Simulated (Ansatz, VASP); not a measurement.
This is a calculation of SrO for VASP 6.6.1.

File POSCAR:

```
SrO
1.0
    3.6229780985      0.0000000000      0.0000000000
   -1.8114890493      3.1375910707      0.0000000000
    0.0000000000      0.0000000000      6.3392428589
Sr O
2 2
Direct
    0.6666666667      0.3333333333      0.7500000000
    0.3333333333      0.6666666667      0.2500000000
    0.0000000000      0.0000000000      0.5000000000
    0.0000000000      0.0000000000      0.0000000000
```

INCAR.step1

```
ALGO     = Normal         # electronic algorithm
EDIFF    = 1E-4           # SCF threshold, eV
ENCUT    = 520            # plane-wave cutoff, eV
GGA      = PE             # functional
ISMEAR   = -1             # smearing method
LASPH    = True           # aspherical terms in the spheres
LCHARG   = False          # write CHGCAR
LREAL    = False          # projectors in reciprocal space
LWAVE    = True           # write WAVECAR
NBANDS   = 24             # bands
NELM     = 60             # most SCF steps
PREC     = Accurate       # precision mode
SIGMA    = 0.05           # smearing width, eV
```

Contents of INCAR.step2:

```
ALGO     = Normal         # electronic algorithm
EDIFF    = 1E-7           # SCF threshold, eV
ENCUT    = 520            # plane-wave cutoff, eV
ISIF     = 2              # what is computed and relaxed
ISMEAR   = -1             # smearing method
ISTART   = 1            
LASPH    = True           # aspherical terms in the spheres
LCHARG   = False          # write CHGCAR
LMIXTAU  = True         
LREAL    = False          # projectors in reciprocal space
LWAVE    = False          # write WAVECAR
METAGGA  = R2SCAN         # meta-GGA
NBANDS   = 24             # bands
NELM     = 60             # most SCF steps
PREC     = Accurate       # precision mode
SIGMA    = 0.05           # smearing width, eV
```

The input KPOINTS:

```
k-points
0
Gamma
  9 9 5
```

Potentials or basis: VASP PAW PBE potentials, release 64 (Sr_sv, O).

Command:

```bash
$ cat potpaw_PBE.64/Sr_sv/POTCAR potpaw_PBE.64/O/POTCAR > POTCAR
$ cp INCAR.step1 INCAR
$ mpirun -np 1 vasp_std > vasp.out
$ cp INCAR.step2 INCAR
$ mpirun -np 1 vasp_std > vasp.out
```

Q: Set up the same calculation for Ansatz 0.2.0. Potentials there: Ansatz PAW.

A: As run (the cutoff follows the program's own potentials):

Contents of input.yaml:

```yaml
crystal:
  lattice:
    - [3.6229780985, 0.0, 0.0]
    - [-1.8114890493, 3.1375910707, 0.0]
    - [0.0, 0.0, 6.3392428589]
  atoms:
    - { symbol: Sr, position: [0.6666666667, 0.3333333333, 0.75] }
    - { symbol: Sr, position: [0.3333333333, 0.6666666667, 0.25] }
    - { symbol: O, position: [0.0, 0.0, 0.5] }
    - { symbol: O, position: [0.0, 0.0, 0.0] }
hamiltonian:
  xc: r2scan
  pseudopotentials: { kind: paw }
kpoints:
  mp_grid: { grid: [9, 9, 5] }
scf:
  occupations: { method: fermi_dirac, width: 0.05 }
output:
  forces: true
  stress: true
  eigenvalues: true
```

Potentials or basis: Ansatz PAW.

Run with:

```sh
$ ansatz run input.yaml --threads 1 --pin off --max-ram 3584MiB --backend cpu --events-out ev --progress --plain --runs-dir out
```

Both were run:

|  | VASP | Ansatz | Ansatz less VASP |
| --- | --- | --- | --- |
| gap on the k mesh at the Fermi level (eV) | 3.33 | 3.32 | -0.010 |
| least direct gap on the mesh (eV) | 3.33 | 3.32 | -0.010 |
| pressure (GPa) | -4.6 | -5.0 | -0.41 |
| traceless stress, the component that is largest in VASP (GPa) | -0.55 | -0.54 | +0.006 |

VASP's potentials were made for PBE, not for r2SCAN. With one functional, cell and mesh, what is left measures potentials, basis and numerics.

Noted on Ansatz's run: odd divisions of the mesh miss points on the zone boundary, where band edges often lie, so the gap on the mesh can be too wide.
